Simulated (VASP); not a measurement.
# GaN (I-4m2) in VASP: relaxation of the atoms with PBEsol

Aim: the relaxation of the atoms of GaN with PBEsol.

All numbers are computed with VASP 6.6.1; they aren't measurements. Logs are shortened: lines on timing, memory, paths and dates and some standing lists are left out, and cuts for length are marked.

## 1. The cell of the first run

Symmetry: I-4m2, No. 119, tetragonal system. The conventional cell has a = 3.082 Å, b = 3.082 Å, c = 4.717 Å, α = 90.00°, β = 90.00°, γ = 90.00°. Ga (site symmetry -4m2) has 4 N at 1.94 Å within 2.6 Å. N (site symmetry -4m2) has 4 Ga at 1.94 Å within 2.6 Å.

## 2. Relaxation of the atoms, PBEsol (strained cell)

INCAR reads:

```
SYSTEM = GaN
PREC     = Accurate       ! precision mode
ENCUT    = 520            ! plane-wave cutoff, eV
EDIFF    = 1E-7           ! SCF threshold, eV
ISMEAR   = 0              ! smearing method
SIGMA    = 0.02           ! smearing width, eV
LREAL    = .FALSE.        ! projectors in reciprocal space
LASPH    = .TRUE.         ! aspherical terms in the spheres
NELM     = 120            ! most SCF steps
ALGO     = Normal         ! electronic algorithm
ISIF     = 2              ! what is computed and relaxed
LWAVE    = .FALSE.        ! write WAVECAR
LCHARG   = .FALSE.        ! write CHGCAR
GGA      = PS             ! functional
IBRION   = 2              ! ionic algorithm
NSW      = 60             ! ionic steps
EDIFFG   = -0.002         ! ionic threshold
GGA_COMPAT= .FALSE.      
NELMIN   = 4
```

KPOINTS reads:

```
Automatic mesh
0
G
  10 10 10
  0 0 0
```

POSCAR reads:

```
GaN
1.0
    0.0000000000      2.1794272672      2.3584596826
    2.1794272672      0.0000000000      2.3584596826
    2.1794272672      2.1794272672      0.0000000000
Ga N
1 1
Direct
    0.0000000000      0.0000000000      0.0000000000
    0.2500000000      0.2500000000      0.2500000000
```

Potentials or basis: VASP PAW PBE potentials, release 64 (Ga_d, N).

On the command line:

```
$ cat potpaw_PBE.64/Ga_d/POTCAR potpaw_PBE.64/N/POTCAR > POTCAR
$ mpirun -np 1 vasp_std > vasp.out
```

OUTCAR:

```text
SYSTEM = GaN
   PREC = Accurate
   ENCUT = 520
   EDIFF = 1E-7
   ISMEAR = 0
   LREAL = .FALSE.
   LASPH = .TRUE.
   NELM = 120
   ISIF = 2
   GGA = PS
   IBRION = 2
   NSW = 60
   EDIFFG = -0.002
   NELMIN = 4

 ion  position               nearest neighbor table
   1  0.000  0.000  0.000-   2 1.94   2 1.94   2 1.94   2 1.94
   2  0.250  0.250  0.250-   1 1.94   1 1.94   1 1.94   1 1.94

  LATTYP: Found a body centered tetragonal cell.
 ALAT       =     3.0821755995
 C/A-ratio  =     1.5303863174

  Lattice vectors:

 A1 = (  -2.1794272672,   0.0000000000,   2.3584596826)
 A2 = (   2.1794272672,   0.0000000000,   2.3584596826)
 A3 = (   0.0000000000,   2.1794272672,  -2.3584596826)

Analysis of symmetry for initial positions (statically):
=====================================================================
 Subroutine PRICEL returns:
 Original cell was already a primitive cell.

 Routine SETGRP: Setting up the symmetry group for a
 body centered tetragonal supercell.

 Subroutine GETGRP returns: Found  8 space group operations
 (whereof  8 operations were pure point group operations)
 out of a pool of 16 trial point group operations.

The static configuration has the point symmetry D_2d.

Analysis of symmetry for dynamics (positions and initial velocities):
=====================================================================
 Subroutine PRICEL returns:
 Original cell was already a primitive cell.

 Routine SETGRP: Setting up the symmetry group for a
 body centered tetragonal supercell.

 Subroutine GETGRP returns: Found  8 space group operations
 (whereof  8 operations were pure point group operations)
 out of a pool of 16 trial point group operations.

The dynamic configuration has the point symmetry D_2d.

 Subroutine INISYM returns: Found  8 space group operations
 (whereof  8 operations are pure point group operations),
 and found     1 'primitive' translations

----------------------------------------------------------------------------------------

                                     Primitive cell

  volume of cell :      22.4049

  direct lattice vectors                    reciprocal lattice vectors
     0.000000000  2.179427267  2.358459683    -0.229418071  0.229418071  0.212002776
     2.179427267  0.000000000  2.358459683     0.229418071 -0.229418071  0.212002776
     2.179427267  2.179427267  0.000000000     0.229418071  0.229418071 -0.212002776

  length of vectors
     3.211266929  3.211266929  3.082175599     0.387569968  0.387569968  0.387569968

  position of ions in fractional coordinates (direct lattice)
     0.000000000  0.000000000  0.000000000
     0.250000000  0.250000000  0.250000000

  ion indices of the primitive-cell ions
   primitive index   ion index
                 1           1
                 2           2

----------------------------------------------------------------------------------------

 KPOINTS: Automatic mesh

Automatic generation of k-mesh.
 Grid dimensions read from file:
 generate k-points for:   10   10   10

 Generating k-lattice:

  Cartesian coordinates                     Fractional coordinates (reciprocal lattice)
    -0.022941807  0.022941807  0.021200278     0.100000000  0.000000000  0.000000000
     0.022941807 -0.022941807  0.021200278     0.000000000  0.100000000  0.000000000
     0.022941807  0.022941807 -0.021200278     0.000000000  0.000000000  0.100000000

  Length of vectors
     0.038756997  0.038756997  0.038756997

  Shift w.r.t. Gamma in fractional coordinates (k-lattice)
     0.000000000  0.000000000  0.000000000

 Subroutine IBZKPT returns following result:
 ===========================================

 Found    102 irreducible k-points:

 Following reciprocal coordinates:
            Coordinates               Weight
  0.000000  0.000000  0.000000      1.000000
  0.100000  0.000000  0.000000      8.000000
  0.200000  0.000000  0.000000      8.000000
  0.300000  0.000000  0.000000      8.000000
  0.400000  0.000000  0.000000      8.000000
  0.500000 -0.000000  0.000000      4.000000
[... 16 lines left out ...]
  0.300000  0.300000  0.000000      2.000000
  0.400000  0.300000  0.000000      8.000000
 [... further k-points ...]
   k-points           NKPTS =    102   k-points in BZ     NKDIM =    102   number of bands    NBANDS=     13
   number of dos      NEDOS =    301   number of ions     NIONS =      2
   total plane-waves  NPLWV =  13824
   dimension x,y,z NGX =    24 NGY =   24 NGZ =   24
   dimension x,y,z NGXF=    48 NGYF=   48 NGZF=   48
   ions per type =               1   1
   NGX,Y,Z   is equivalent  to a cutoff of  12.42, 12.42, 12.95 a.u.
   NGXF,Y,Z  is equivalent  to a cutoff of  24.85, 24.85, 25.89 a.u.
 SYSTEM =  GaN
   PREC   = accura    normal or accurate (medium, high low for compatibility)
   ISTART =      0    job   : 0-new  1-cont  2-samecut
   ICHARG =      2    charge: 1-file 2-atom 10-const
   ISPIN  =      1    spin polarized calculation?
   LNONCOLLINEAR =      F non collinear calculations
   LSORBIT =      F    spin-orbit coupling
   LASPH  =      T    aspherical Exc in radial PAW
   ENCUT  =  520.0 eV  38.22 Ry    6.18 a.u.   5.97  5.97  5.73*2*pi/ulx,y,z
   NELM   =    120;   NELMIN=  4; NELMDL= -5     # of ELM steps
   EDIFF  = 0.1E-06   stopping-criterion for ELM
   LREAL  =      F    real-space projection
   EDIFFG = -.2E-02   stopping-criterion for IOM
   NSW    =     60    number of steps for IOM
   IBRION =      2    ionic relax: 0-MD 1-quasi-New 2-CG
   NFREE  =      1    steps in history (QN), initial steepest desc. (CG)
   ISIF   =      2    stress and relaxation
   ISYM   =      2    0-nonsym 1-usesym 2-fastsym
   POTIM  = 0.5000    time-step for ionic-motion
   TEBEG  =    0.0;   TEEND  =   0.0 temperature during run
   PSTRESS=    0.0 pullay stress
   NELECT =      18.0000    total number of electrons
   NUPDOWN=      -1.0000    fix difference up-down
   EMIN   =  10.00;   EMAX   =-10.00  energy-range for DOS
   EFERMI =   0.00;   METHOD = LEGACY
   ISMEAR =     0;   SIGMA  =   0.02  broadening in eV -4-tet -1-fermi 0-gaus
   EFERMI_NEDOS =   21; number of points for ismear=-14 and -15
   IALGO  =     38    algorithm
   IMIX   =      4    mixing-type and parameters
     AMIX     =   0.40;   BMIX     =  1.00
     AMIX_MAG =   1.60;   BMIX_MAG =  1.00
  volume/ion in A,a.u.               =      11.20        75.60
  Fermi-wavevector in a.u.,A,eV,Ry     =   1.521895  2.875964 31.513316  2.316163
  Thomas-Fermi vector in A             =   2.630548
   LORBIT       =      0    0 simple, 1 ext, 2 COOP (PROOUT), +10 PAW based schemes
   GGA     = PS    functional components
   LHFCALC =     F    Hartree Fock is set to
   AEXX    =    0.0000 exact exchange contribution
   IVDW    =     0    specifies the selected vdW correction
   LEPSILON=     F    determine dielectric tensor
   LRPA    =     F    only Hartree local field effects (RPA)
 conjugate gradient relaxation of ions
 non-spin polarized calculation
 Gauss-broadening in eV      SIGMA  =   0.02
  energy-cutoff  :      520.00
  volume of cell :       22.40
 maximum number of plane-waves:       636
   NGX = 11   NGY = 11   NGZ = 11

 number of electron      18.0000010 magnetization

 Free energy of the ion-electron system (eV)
  ---------------------------------------------------
  ext. energy  EPLUGINS =         0.00000000
  ---------------------------------------------------
  free energy    TOTEN  =       -13.07898127 eV

  energy without entropy =      -13.07898127  energy(sigma->0) =      -13.07898127

 E-fermi :   5.6485     XC(G=0): -12.0230

 val. band max:        5.5287074444   @ k =   0.0000   0.0000   0.0000
 cond. band min:       7.1821721440   @ k =   0.0000   0.0000   0.0000
 fundamental gap:      1.6534646996
 Fermi energy:         5.6485197078

 k-point     1 :       0.0000    0.0000    0.0000
  band No.  band energies     occupation
      1     -10.7205      2.00000
      2      -8.1120      2.00000
      3      -8.0174      2.00000
      4      -8.0174      2.00000
      5      -7.7125      2.00000
      6      -7.7060      2.00000
      7       5.0944      2.00000
      8       5.5287      2.00000
      9       5.5287      2.00000
     10       7.1822      0.00000
     11      15.6947      0.00000
     12      15.6947      0.00000
     13      15.8945      0.00000

 k-point     2 :       0.1000    0.0000    0.0000
  band No.  band energies     occupation
      1     -10.6021      2.00000
      2      -8.0887      2.00000
      3      -8.0032      2.00000
      4      -7.9914      2.00000
      5      -7.7107      2.00000
      6      -7.7096      2.00000
      7       4.2492      2.00000
      8       5.1376      2.00000
      9       5.4370      2.00000
     10       8.0390      0.00000
     11      15.1106      0.00000
     12      15.9074      0.00000
     13      16.0488      0.00000

 k-point     3 :       0.2000    0.0000    0.0000
  band No.  band energies     occupation
      1     -10.2996      2.00000
      2      -8.0392      2.00000
      3      -7.9698      2.00000
      4      -7.8602      2.00000
      5      -7.7149      2.00000
      6      -7.6965      2.00000
      7       2.4317      2.00000
      8       4.7979      2.00000
      9       5.2127      2.00000
     10       9.1105      0.00000
     11      14.2294      0.00000
     12      16.1847      0.00000
     13      16.3476      0.00000
[... 305 lines left out ...]
 k-point    23 :       0.3000    0.3000    0.0000
  band No.  band energies     occupation
      1      -9.8172      2.00000
      2      -7.8793      2.00000
      3      -7.8265      2.00000
      4      -7.8265      2.00000
      5      -7.6677      2.00000
      6      -7.4375      2.00000
      7       0.7231      2.00000
      8       3.7687      2.00000
      9       3.7687      2.00000
     10       9.8361      0.00000
     11      13.0425      0.00000
     12      16.0285      0.00000
     13      18.2722      0.00000

 k-point    24 :       0.4000    0.3000    0.0000
  band No.  band energies     occupation
      1      -9.6701      2.00000
      2      -7.8970      2.00000
      3      -7.7995      2.00000
      4      -7.7919      2.00000
      5      -7.6614      2.00000
      6      -7.0015      2.00000
      7      -0.1228      2.00000
      8       3.0506      2.00000
      9       3.5304      2.00000
     10       9.9896      0.00000
     11      13.1581      0.00000
     12      15.7484      0.00000
     13      18.6620      0.00000

 [... further k-points ...]

------------------------ aborting loop because EDIFF is reached ----------------------------------------

  FORCE on cell =-STRESS in cart. coord.  units (eV):
  Direction    XX          YY          ZZ          XY          YZ          ZX
  --------------------------------------------------------------------------------------
  -------------------------------------------------------------------------------------
  Total        0.8727921      0.8727921     -0.7691684      0.0000000      0.0000000     -0.0000000
  in kB       62.4134484     62.4134484    -55.0033079      0.0000000      0.0000000     -0.0000000
  external PRESSURE =      23.2745296 kB  Pullay stress =       0.0000000 kB

 VOLUME and BASIS-vectors are now :
 -----------------------------------------------------------------------------
  energy-cutoff  :      520.00
  volume of cell :       22.40
      direct lattice vectors                 reciprocal lattice vectors
     0.000000000  2.179427267  2.358459683    -0.229418071  0.229418071  0.212002776
     2.179427267  0.000000000  2.358459683     0.229418071 -0.229418071  0.212002776
     2.179427267  2.179427267  0.000000000     0.229418071  0.229418071 -0.212002776

 POSITION                                       TOTAL-FORCE (eV/Angst)
 -----------------------------------------------------------------------------------
      0.00000      0.00000      0.00000         0.000000      0.000000      0.000000
      1.08971      1.08971      1.17923        -0.000000     -0.000000     -0.000000
 -----------------------------------------------------------------------------------
    total drift:                                0.000001      0.000001      0.000001

  FREE ENERGIE OF THE ION-ELECTRON SYSTEM (eV)
  ---------------------------------------------------
  free  energy   TOTEN  =       -13.0789812748 eV

  energy  without entropy=      -13.0789812748  energy(sigma->0) =      -13.07898127

 reached required accuracy - stopping structural energy minimisation
```

Wall time 39 s (1 thread of Oxide Virtual Turin-like, shared host); peak memory 0.13 GiB.

What came out:

| Item | Value |
| --- | --- |
| Free energy | -13.0790 eV |
| Pressure after relaxing | 2.3 GPa |
| Band gap on the k mesh | 1.65 eV |

Final structure:
```xyz
2
Lattice="0.0000 2.1794 2.3585 2.1794 0.0000 2.3585 2.1794 2.1794 0.0000" Properties=species:S:1:pos:R:3 pbc="T T T"
Ga    0.0000    0.0000    0.0000
N     1.0897    1.0897    1.1792
```

Caveat: the cell differs from its parent crystal (strained cell); the PAW data sets were made with another functional, which shifts forces and pressure a little.
